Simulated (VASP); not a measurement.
# Cu in VASP: single point with PBEsol

Aim: the single point of Cu with PBEsol.

Program: VASP 6.6.1. These are calculated values, not measurements. Logs are shortened: lines on timing, memory, paths and dates and some standing lists are left out, and cuts for length are marked.

## (1) The cell of the first run

The typed cell holds 2 atoms: a = 2.520 Å, b = 2.520 Å, c = 3.563 Å, α = 90.00°, β = 90.00°, γ = 90.00°.

## (2) Single point, PBEsol

Input file INCAR:

```
PREC = Accurate ; ENCUT = 520
EDIFF = 1E-7 ; ISMEAR = 0
SIGMA = 0.15 ; LREAL = False
LASPH = True ; NELM = 100
ALGO = Fast ; ISIF = 2
LWAVE = False ; LCHARG = False
GGA = PS ; NBANDS = 18
```

Input file KPOINTS:

```
Automatic mesh
0
Gamma
  14 14 10
```

Input file POSCAR:

```
Cu
1.0
    0.0000000000     -1.7816860089     -1.7816860089
    0.0000000000      1.7816860089     -1.7816860089
    3.5633720178      0.0000000000      0.0000000000
Cu
2
Direct
    0.5000137809      0.4999721816      0.4999937327
   -0.0000137809      0.0000278184      0.0000062673
```

Potentials or basis: VASP PAW PBE potentials, release 64 (Cu).

Run with:

```console
> cat potpaw_PBE.64/Cu/POTCAR > POTCAR
> mpirun -np 1 vasp_std > vasp.out
```

OUTCAR:

```text
PREC = Accurate
   ENCUT = 520
   EDIFF = 1E-7
   ISMEAR = 0
   LREAL = False
   LASPH = True
   NELM = 100
   ISIF = 2
   GGA = PS

 ion  position               nearest neighbor table
   1  0.500  0.500  0.500-   2 2.52   2 2.52   2 2.52   2 2.52   2 2.52   2 2.52   2 2.52   2 2.52

   2  1.000  0.000  0.000-   1 2.52   1 2.52   1 2.52   1 2.52   1 2.52   1 2.52   1 2.52   1 2.52

  LATTYP: Found a simple tetragonal cell.
 ALAT       =     2.5196845177
 C/A-ratio  =     1.4142135624

  Lattice vectors:

 A1 = (   0.0000000000,  -1.7816860089,  -1.7816860089)
 A2 = (   0.0000000000,   1.7816860089,  -1.7816860089)
 A3 = (   3.5633720178,   0.0000000000,   0.0000000000)

Analysis of symmetry for initial positions (statically):
=====================================================================
 Subroutine PRICEL returns:
 Original cell was already a primitive cell.

 Routine SETGRP: Setting up the symmetry group for a
 simple tetragonal supercell.

 Subroutine GETGRP returns: Found  2 space group operations
 (whereof  1 operations were pure point group operations)
 out of a pool of 16 trial point group operations.

The static configuration has the point symmetry C_1 .
 The point group associated with its full space group is S_2 .

Analysis of symmetry for dynamics (positions and initial velocities):
=====================================================================
 Subroutine PRICEL returns:
 Original cell was already a primitive cell.

 Routine SETGRP: Setting up the symmetry group for a
 simple tetragonal supercell.

 Subroutine GETGRP returns: Found  2 space group operations
 (whereof  1 operations were pure point group operations)
 out of a pool of 16 trial point group operations.

The dynamic configuration has the point symmetry C_1 .
 The point group associated with its full space group is S_2 .

 Subroutine INISYM returns: Found  2 space group operations
 (whereof  1 operations are pure point group operations),
 and found     1 'primitive' translations

----------------------------------------------------------------------------------------

                                     Primitive cell

  volume of cell :      22.6232

  direct lattice vectors                    reciprocal lattice vectors
     0.000000000 -1.781686009 -1.781686009     0.000000000 -0.280633062 -0.280633062
     0.000000000  1.781686009 -1.781686009     0.000000000  0.280633062 -0.280633062
     3.563372018  0.000000000  0.000000000     0.280633062  0.000000000  0.000000000

  length of vectors
     2.519684518  2.519684518  3.563372018     0.396875082  0.396875082  0.280633062

  position of ions in fractional coordinates (direct lattice)
     0.500013781  0.499972182  0.499993733
     0.999986219  0.000027818  0.000006267

  ion indices of the primitive-cell ions
   primitive index   ion index
                 1           1
                 2           2

----------------------------------------------------------------------------------------

 KPOINTS: Automatic mesh

Automatic generation of k-mesh.
 Grid dimensions read from file:
 generate k-points for:   14   14   10

 Generating k-lattice:

  Cartesian coordinates                     Fractional coordinates (reciprocal lattice)
     0.000000000 -0.020045219 -0.020045219     0.071428571  0.000000000  0.000000000
     0.000000000  0.020045219 -0.020045219     0.000000000  0.071428571  0.000000000
     0.028063306  0.000000000  0.000000000     0.000000000  0.000000000  0.100000000

  Length of vectors
     0.028348220  0.028348220  0.028063306

  Shift w.r.t. Gamma in fractional coordinates (k-lattice)
     0.000000000  0.000000000  0.000000000

 Subroutine IBZKPT returns following result:
 ===========================================

 Found    984 irreducible k-points:

 Following reciprocal coordinates:
            Coordinates               Weight
  0.000000  0.000000  0.000000      1.000000
  0.071429  0.000000  0.000000      2.000000
  0.000000  0.071429  0.000000      2.000000
  0.142857  0.000000  0.000000      2.000000
  0.000000  0.142857  0.000000      2.000000
  0.214286  0.000000  0.000000      2.000000
[... 16 lines left out ...]
 -0.071429  0.214286  0.000000      2.000000
 -0.214286  0.071429  0.000000      2.000000
 [... further k-points ...]
   k-points           NKPTS =    984   k-points in BZ     NKDIM =    984   number of bands    NBANDS=     18
   number of dos      NEDOS =    301   number of ions     NIONS =      2
   total plane-waves  NPLWV =  11200
   dimension x,y,z NGX =    20 NGY =   20 NGZ =   28
   dimension x,y,z NGXF=    40 NGYF=   40 NGZF=   56
   ions per type =               2
   NGX,Y,Z   is equivalent  to a cutoff of  13.20, 13.20, 13.06 a.u.
   NGXF,Y,Z  is equivalent  to a cutoff of  26.39, 26.39, 26.13 a.u.
 SYSTEM =  unknown system
   PREC   = accura    normal or accurate (medium, high low for compatibility)
   ISTART =      0    job   : 0-new  1-cont  2-samecut
   ICHARG =      2    charge: 1-file 2-atom 10-const
   ISPIN  =      1    spin polarized calculation?
   LNONCOLLINEAR =      F non collinear calculations
   LSORBIT =      F    spin-orbit coupling
   LASPH  =      T    aspherical Exc in radial PAW
   ENCUT  =  520.0 eV  38.22 Ry    6.18 a.u.   4.68  4.68  6.63*2*pi/ulx,y,z
   NELM   =    100;   NELMIN=  2; NELMDL= -5     # of ELM steps
   EDIFF  = 0.1E-06   stopping-criterion for ELM
   LREAL  =      F    real-space projection
   EDIFFG = 0.1E-05   stopping-criterion for IOM
   NSW    =      0    number of steps for IOM
   IBRION =     -1    ionic relax: 0-MD 1-quasi-New 2-CG
   NFREE  =      0    steps in history (QN), initial steepest desc. (CG)
   ISIF   =      2    stress and relaxation
   ISYM   =      2    0-nonsym 1-usesym 2-fastsym
   POTIM  = 0.5000    time-step for ionic-motion
   TEBEG  =    0.0;   TEEND  =   0.0 temperature during run
   PSTRESS=    0.0 pullay stress
   NELECT =      22.0000    total number of electrons
   NUPDOWN=      -1.0000    fix difference up-down
   EMIN   =  10.00;   EMAX   =-10.00  energy-range for DOS
   EFERMI =   0.00;   METHOD = LEGACY
   ISMEAR =     0;   SIGMA  =   0.15  broadening in eV -4-tet -1-fermi 0-gaus
   EFERMI_NEDOS =   21; number of points for ismear=-14 and -15
   IALGO  =     68    algorithm
   IMIX   =      4    mixing-type and parameters
     AMIX     =   0.40;   BMIX     =  1.00
     AMIX_MAG =   1.60;   BMIX_MAG =  1.00
  volume/ion in A,a.u.               =      11.31        76.33
  Fermi-wavevector in a.u.,A,eV,Ry     =   1.621927  3.064997 35.792115  2.630646
  Thomas-Fermi vector in A             =   2.715623
   LORBIT       =      0    0 simple, 1 ext, 2 COOP (PROOUT), +10 PAW based schemes
   GGA     = PS    functional components
   LHFCALC =     F    Hartree Fock is set to
   AEXX    =    0.0000 exact exchange contribution
   IVDW    =     0    specifies the selected vdW correction
   LEPSILON=     F    determine dielectric tensor
   LRPA    =     F    only Hartree local field effects (RPA)
 non-spin polarized calculation
 RMM-DIIS sequential band-by-band and
 Gauss-broadening in eV      SIGMA  =   0.15
  energy-cutoff  :      520.00
  volume of cell :       22.62
 maximum number of plane-waves:       629
   NGX =  9   NGY =  9   NGZ = 13

 number of electron      21.9999986 magnetization

 Free energy of the ion-electron system (eV)
  ---------------------------------------------------
  ext. energy  EPLUGINS =         0.00000000
  ---------------------------------------------------
  free energy    TOTEN  =        -8.62036323 eV

  energy without entropy =       -8.61390328  energy(sigma->0) =       -8.61713326

 E-fermi :   7.9538     XC(G=0): -13.1617

 val. band max:        7.9398655955   @ k =   0.1429   0.2857  -0.4000
 cond. band min:       7.9781382743   @ k =   0.0714   0.0714   0.2000
 fundamental gap:      0.0382726788
 Fermi energy:         7.9538307398

 k-point     1 :       0.0000    0.0000    0.0000
  band No.  band energies     occupation
      1      -1.7781      2.00000
      2       2.7991      2.00000
      3       3.2869      2.00000
      4       4.7824      2.00000
      5       4.7824      2.00000
      6       4.7832      2.00000
[... 10 lines left out ...]
     17      28.9097      0.00000
     18      30.8732      0.00000

 k-point     2 :       0.0714    0.0000    0.0000
  band No.  band energies     occupation
      1      -1.6502      2.00000
      2       2.8601      2.00000
      3       3.3235      2.00000
      4       4.7509      2.00000
      5       4.8056      2.00000
      6       4.8134      2.00000
[... 10 lines left out ...]
     17      29.8182      0.00000
     18      30.3072      0.00000

 k-point     3 :       0.0000    0.0714    0.0000
  band No.  band energies     occupation
      1      -1.6502      2.00000
      2       2.8601      2.00000
      3       3.3235      2.00000
      4       4.7509      2.00000
      5       4.8056      2.00000
      6       4.8134      2.00000
[... 10 lines left out ...]
     17      29.8182      0.00000
     18      30.3072      0.00000

 k-point     4 :       0.1429    0.0000    0.0000
  band No.  band energies     occupation
      1      -1.2711      2.00000
      2       3.0309      2.00000
      3       3.4279      2.00000
      4       4.6636      2.00000
      5       4.8739      2.00000
      6       4.8887      2.00000
[... 375 lines left out ...]
      4       4.4787      2.00000
      5       4.9966      2.00000
      6       5.0376      2.00000
[... 10 lines left out ...]
     17      27.1149      0.00000
     18      29.1903      0.00000

 k-point    23 :      -0.0714    0.2143    0.0000
  band No.  band energies     occupation
      1      -0.5349      2.00000
      2       3.3201      2.00000
      3       3.6243      2.00000
      4       4.4787      2.00000
      5       4.9966      2.00000
      6       5.0376      2.00000
[... 10 lines left out ...]
     17      27.1149      0.00000
     18      29.1903      0.00000

 k-point    24 :      -0.2143    0.0714    0.0000
  band No.  band energies     occupation
      1      -0.5349      2.00000
      2       3.3201      2.00000
      3       3.6243      2.00000
      4       4.4787      2.00000
      5       4.9966      2.00000
      6       5.0376      2.00000
[... 10 lines left out ...]
     17      27.1149      0.00000
     18      29.1903      0.00000

 [... further k-points ...]

------------------------ aborting loop because EDIFF is reached ----------------------------------------

  FORCE on cell =-STRESS in cart. coord.  units (eV):
  Direction    XX          YY          ZZ          XY          YZ          ZX
  --------------------------------------------------------------------------------------
  -------------------------------------------------------------------------------------
  Total        0.0880060      0.1160374      0.1160334      0.0000015      0.0000001     -0.0000006
  in kB        6.2326005      8.2177882      8.2175060      0.0001042      0.0000102     -0.0000443
  external PRESSURE =       7.5559649 kB  Pullay stress =       0.0000000 kB

 VOLUME and BASIS-vectors are now :
 -----------------------------------------------------------------------------
  energy-cutoff  :      520.00
  volume of cell :       22.62
      direct lattice vectors                 reciprocal lattice vectors
     0.000000000 -1.781686009 -1.781686009     0.000000000 -0.280633062 -0.280633062
     0.000000000  1.781686009 -1.781686009     0.000000000  0.280633062 -0.280633062
     3.563372018  0.000000000  0.000000000     0.280633062  0.000000000  0.000000000

 POSITION                                       TOTAL-FORCE (eV/Angst)
 -----------------------------------------------------------------------------------
      1.78166     -0.00007     -1.78166         0.000349      0.000575     -0.000195
      0.00002     -1.78161     -1.78171        -0.000349     -0.000575      0.000195
 -----------------------------------------------------------------------------------
    total drift:                               -0.000000     -0.000000      0.000000

  FREE ENERGIE OF THE ION-ELECTRON SYSTEM (eV)
  ---------------------------------------------------
  free  energy   TOTEN  =        -8.6203632332 eV

  energy  without entropy=       -8.6139032821  energy(sigma->0) =       -8.61713326
```

Wall time 3 min (1 thread of Intel Xeon 6975P-C (Granite Rapids), shared host); peak memory 0.41 GiB.

Results:

```yaml
Free_energy: -8.6204 eV
Pressure: 0.8 GPa
Band_gap_on_the_k_mesh: zero (bands 11 and 12 overlap by 8.32 eV)
```

Caveat: the PAW data sets were made with another functional, which shifts forces and pressure a little.

The gap in the log of VASP goes by the Fermi energy; the results here count the filled bands.